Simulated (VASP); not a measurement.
# GeCl5 (P-6m2) in VASP: a series of runs, part 2 of 2

VASP 6.6.1.

## (3) Single point, PBE

This run uses another cell than the first one, of 32.00 Å³/atom, 1.084 times its volume.

File INCAR:

```
SYSTEM = GeCl5
PREC = Accurate ; ENCUT = 520
EDIFF = 1E-7 ; ISMEAR = 0
SIGMA = 0.1 ; LREAL = .FALSE.
LASPH = .TRUE. ; NELM = 80
ALGO = Normal ; ISIF = 2
LWAVE = .FALSE. ; LCHARG = .TRUE.
GGA = PE ; LELF = .TRUE.
LVHAR = .TRUE. ; NBANDS = 34
```

File KPOINTS:

```
regular mesh
0
G
  6 6 2
  0 0 0
```

File POSCAR:

```
GeCl5
1.0
    4.6195111538      0.0000000026      0.0000000000
   -2.3097555792      4.0006140110      0.0000000000
    0.0000000000      0.0000000000     10.3876471408
Ge Cl
1 5
Direct
    0.0000000000      0.0000000000      0.0000000000
    0.0000000000      0.0000000000      0.5000000000
    0.3333333333      0.6666666667      0.5000000000
    0.0000000000      0.0000000000      0.7834285891
    0.0000000000      0.0000000000      0.2165714109
    0.3333333333      0.6666666667      0.0000000000
```

Potentials or basis: VASP PAW PBE potentials, release 64 (Ge_d, Cl).

Started as:

```
cat potpaw_PBE.64/Ge_d/POTCAR potpaw_PBE.64/Cl/POTCAR > POTCAR
mpirun -np 1 vasp_std > vasp.out
```

Run time: 54 s. Hardware: 1 thread of Intel Xeon 6975P-C (Granite Rapids), shared host; peak memory 0.32 GiB.

It converged, with:

| Quantity | Value |
| --- | --- |
| Free energy | -14.5204 eV |
| Pressure | -0.1 GPa |
| Largest force | 0.015 eV/Å |

Forces in eV/Å, atoms in the order of the input:
```
Ge   0.000  0.000  0.000
Cl   0.000  0.000  0.000
Cl   0.000  0.000  0.000
Cl   0.000  0.000  0.015
Cl   0.000  0.000 -0.015
Cl   0.000  0.000  0.000
```

Levels at points of the mesh, in eV from the Fermi level:
```
           k point  band 20  band 21  band 22  band 23  band 24  band 25  band 26  band 27  band 28  band 29
(0.00, 0.00, 0.00)    -2.05    -2.05    -2.01    -0.62    -0.60    -0.31    -0.31     2.26     2.26     5.55
(0.50, 0.00, 0.00)    -1.90    -1.89    -1.77    -1.19    -0.43    -0.08     0.70     2.60     3.90     6.59
(0.00, 0.00, 0.50)    -2.08    -2.05    -2.05    -0.94    -0.31    -0.31     0.30     2.25     2.25     5.76
(0.50, 0.00, 0.50)    -1.92    -1.92    -1.74    -1.40    -0.43     0.53     0.70     2.63     3.89     6.20
```

Caveat: this functional lacks dispersion, which binds the layers, so the pressure and a relaxed spacing across them are unreliable; an odd number of electrons without spin polarisation forces a metal; a magnetic or distorted state may lie lower.

## (4) Relaxation of cell and atoms, PBE

File INCAR:

```
PREC = Accurate
ENCUT = 600
EDIFF = 1E-6
ISMEAR = 0
SIGMA = 0.1
LREAL = False
LASPH = True
NELM = 80
ALGO = Normal
ISIF = 3
LWAVE = False
LCHARG = False
GGA = PE
IBRION = 2
NSW = 90
EDIFFG = -0.04
```

File KPOINTS:

```
Automatic mesh
0
Gamma
  6 6 2
```

File POSCAR:

```
GeCl5
1.0
    5.1179361900      0.0000000000      0.0000000000
   -2.5589681000      4.4322627600      0.0000000000
    0.0000000000      0.0000000000      7.8076907400
Ge Cl
1 5
Direct
    0.0000000000      0.0000000000      0.0000000000
    0.0000000000      0.0000000000      0.5000000000
    0.3333333300      0.6666666700      0.5000000000
    0.0000000000      0.0000000000      0.7569146700
    0.0000000000      0.0000000000      0.2430853300
    0.3333333300      0.6666666700      0.0000000000
```

Started as:

```
cat potpaw_PBE.64/Ge_d/POTCAR potpaw_PBE.64/Cl/POTCAR > POTCAR
mpirun -np 1 vasp_std > vasp.out
```

Run time: 14 min. Hardware: 1 thread of Intel Xeon 6975P-C (Granite Rapids), shared host; peak memory 0.38 GiB.

Results (log left out):

| Quantity | Value |
| --- | --- |
| Free energy | -14.5050 eV |
| Relaxed volume | 31.92 Å³/atom |
| Relaxed cell | a = 4.610 Å, b = 4.610 Å, c = 10.405 Å, α = 90.00°, β = 90.00°, γ = 120.00° |
| Space group after relaxing (to 0.05 Å) | P-6m2 (No. 187) |
| Energy gained by relaxing | 855.1 meV/atom |
| Ionic steps | 18 |
| Pressure after relaxing | 0.0 GPa |
| Largest force after relaxing | 0.016 eV/Å |

Forces on the atoms (eV/Å):
```
Ge   0.000  0.000  0.000
Cl   0.000  0.000  0.000
Cl   0.000  0.000  0.000
Cl   0.000  0.000  0.016
Cl   0.000  0.000 -0.016
Cl   0.000  0.000  0.000
```

Stress tensor (GPa, compression positive):
```
 0.07  0.00  0.00
 0.00  0.07  0.00
 0.00  0.00 -0.15
```

The path:
| step | energy change (eV) | largest force (eV/Å) | pressure (GPa) | volume (Å³) |
| --- | --- | --- | --- | --- |
| 1 | 0.0000 | 2.8328 | 13.57 | 177.11 |
| 2 | -3.6118 | 0.6349 | -3.66 | 241.29 |
| 3 | -4.0683 | 0.1444 | -0.95 | 216.27 |
| 4 | -4.0765 | 0.3250 | -1.63 | 220.53 |
| 5 | -4.0791 | 0.2767 | -1.47 | 219.29 |
| 6 | -4.2231 | 0.4111 | -1.17 | 210.26 |
| 7 | -4.5233 | 1.2385 | 0.36 | 184.03 |
| 8 | -4.5112 | 1.4287 | 1.47 | 174.60 |
| 9 | -4.5317 | 1.3178 | 0.76 | 180.11 |
| 10 | -4.6486 | 1.5163 | 0.93 | 176.65 |
| 11 | -4.6756 | 0.8419 | 3.18 | 166.12 |
| 12 | -4.7445 | 1.1647 | 1.83 | 171.00 |
| 13 | -4.9028 | 0.7983 | 1.72 | 173.03 |
| 14 | -5.0447 | 0.2781 | 2.17 | 177.39 |
| 15 | -5.1178 | 0.0305 | 0.68 | 186.02 |
| 16 | -5.1281 | 0.1076 | -0.09 | 191.39 |
| 17 | -5.1281 | 0.0983 | -0.03 | 191.02 |
| 18 | -5.1307 | 0.0158 | -0.01 | 191.50 |

Final structure:
```cif
data_structure
_symmetry_space_group_name_H-M 'P 1'
_symmetry_Int_Tables_number 1
_cell_length_a 4.6099
_cell_length_b 4.6099
_cell_length_c 10.4054
_cell_angle_alpha 90.000
_cell_angle_beta 90.000
_cell_angle_gamma 120.000
_cell_volume 191.50
loop_
_atom_site_label
_atom_site_type_symbol
_atom_site_fract_x
_atom_site_fract_y
_atom_site_fract_z
_atom_site_occupancy
Ge1 Ge 0.00000 0.00000 0.00000 1
Cl1 Cl 0.00000 0.00000 0.50000 1
Cl2 Cl 0.33333 0.66667 0.50000 1
Cl3 Cl 0.00000 0.00000 0.78368 1
Cl4 Cl 0.00000 0.00000 0.21632 1
Cl5 Cl 0.33333 0.66667 0.00000 1
```

Levels at points of the mesh, in eV from the Fermi level:
```tsv
k point	band 20	band 21	band 22	band 23	band 24	band 25	band 26	band 27	band 28	band 29
(0.00, 0.00, 0.00)	-2.05	-2.05	-2.03	-0.62	-0.60	-0.31	-0.31	2.25	2.25	5.55
(0.50, 0.00, 0.00)	-1.91	-1.89	-1.79	-1.20	-0.42	-0.08	0.71	2.61	3.92	6.57
(0.00, 0.00, 0.50)	-2.08	-2.05	-2.05	-0.94	-0.31	-0.31	0.29	2.24	2.24	6.02
(0.50, 0.00, 0.50)	-1.92	-1.92	-1.75	-1.41	-0.42	0.52	0.71	2.63	3.90	6.18
```

Caveat: the k points lie up to 0.30 Å⁻¹ apart in the final cell; this functional lacks dispersion, which binds the layers, so the pressure and a relaxed spacing across them are unreliable; an odd number of electrons without spin polarisation forces a metal; a magnetic or distorted state may lie lower.

## (5) Single point, PBE

This run uses another cell than the first one, of 32.50 Å³/atom, 1.101 times its volume.

File INCAR:

```
  ALGO = Normal
  EDIFF = 1E-6
  ENCUT = 520
  GGA = PE
  ISIF = 2
  ISMEAR = 0
  LASPH = T
  LCHARG = F
  LREAL = F
  LWAVE = F
  NBANDS = 34
  NELM = 60
  PREC = Accurate
  SIGMA = 0.1
```

File KPOINTS:

```
k-points
0
Gamma
  12 12 4
```

File POSCAR:

```
GeCl5
1.0
    4.6087650705      0.0000000000      0.0000000000
   -2.3043825353      3.9913076311      0.0000000000
    0.0000000000      0.0000000000     10.6008836904
Ge Cl
1 5
Direct
    0.0000000000      0.0000000000      0.0000000000
    0.0000000000      0.0000000000      0.5000000000
    0.3333333333      0.6666666667      0.5000000000
    0.0000000000      0.0000000000      0.7881572294
    0.0000000000      0.0000000000      0.2118427706
    0.3333333333      0.6666666667      0.0000000000
```

Started as:

```
cat potpaw_PBE.64/Ge_d/POTCAR potpaw_PBE.64/Cl/POTCAR > POTCAR
mpirun -np 1 vasp_std > vasp.out
```

Wall time 3.2 min (1 thread of Intel Xeon 6975P-C (Granite Rapids), shared host); peak memory 0.47 GiB.

It converged, with:

```
Free energy   : -14.4738 eV
Pressure      : -0.1 GPa
Largest force : 0.010 eV/Å
```

Forces on the atoms (eV/Å):
```
Ge   0.000  0.000  0.000
Cl   0.000  0.000  0.000
Cl   0.000  0.000  0.000
Cl   0.000  0.000  0.010
Cl   0.000  0.000 -0.010
Cl   0.000  0.000  0.000
```

Levels at points of the mesh, in eV from the Fermi level:
| k point | band 20 | band 21 | band 22 | band 23 | band 24 | band 25 | band 26 | band 27 | band 28 | band 29 |
| --- | --- | --- | --- | --- | --- | --- | --- | --- | --- | --- |
| (0.00, 0.00, 0.00) | -2.17 | -2.16 | -2.16 | -0.69 | -0.65 | -0.36 | -0.36 | 2.14 | 2.14 | 5.46 |
| (0.50, 0.00, 0.00) | -1.99 | -1.99 | -1.90 | -1.29 | -0.47 | -0.16 | 0.67 | 2.50 | 3.81 | 6.44 |
| (0.00, 0.00, 0.50) | -2.17 | -2.15 | -2.15 | -0.95 | -0.36 | -0.36 | 0.07 | 2.13 | 2.13 | 5.63 |
| (0.50, 0.00, 0.50) | -2.01 | -2.00 | -1.85 | -1.48 | -0.47 | 0.32 | 0.67 | 2.52 | 3.79 | 6.10 |

Caveat: this functional lacks dispersion, which binds the layers, so the pressure and a relaxed spacing across them are unreliable; an odd number of electrons without spin polarisation forces a metal; a magnetic or distorted state may lie lower.

## (6) The runs side by side

```tsv
task	cell	k mesh	cutoff (eV)	gap on the mesh (eV)	pressure (GPa)	largest force (eV/Å)
single point	a = 5.118, b = 5.118, c = 7.808 Å, angles 90.0, 90.0, 120.0°, 6 atoms	6 × 6 × 2	520	none	13.5	2.83
single point	a = 4.620, b = 4.620, c = 10.388 Å, angles 90.0, 90.0, 120.0°, 6 atoms	6 × 6 × 2	520	none	-0.1	0.02
relaxation of cell and atoms	relaxed from a = 5.118, b = 5.118, c = 7.808 Å, angles 90.0, 90.0, 120.0°, 6 atoms	6 × 6 × 2	600	none	0.0	0.02
single point	a = 4.609, b = 4.609, c = 10.601 Å, angles 90.0, 90.0, 120.0°, 6 atoms	12 × 12 × 4	520	none	-0.1	0.01
```

Alike in all rows: level PBE; potentials or basis VASP PAW PBE potentials, release 64 (Ge_d, Cl); no spin polarisation; smearing gaussian 0.1 eV.

Caveats: some runs use coarse meshes; an odd number of electrons without spin polarisation forces a metal; a magnetic or distorted state may lie lower; this functional lacks dispersion, which binds the layers, so the pressure and a relaxed spacing across them are unreliable (some runs).

Total energies depend on the potentials used, so only differences within one code and one set of settings carry meaning.
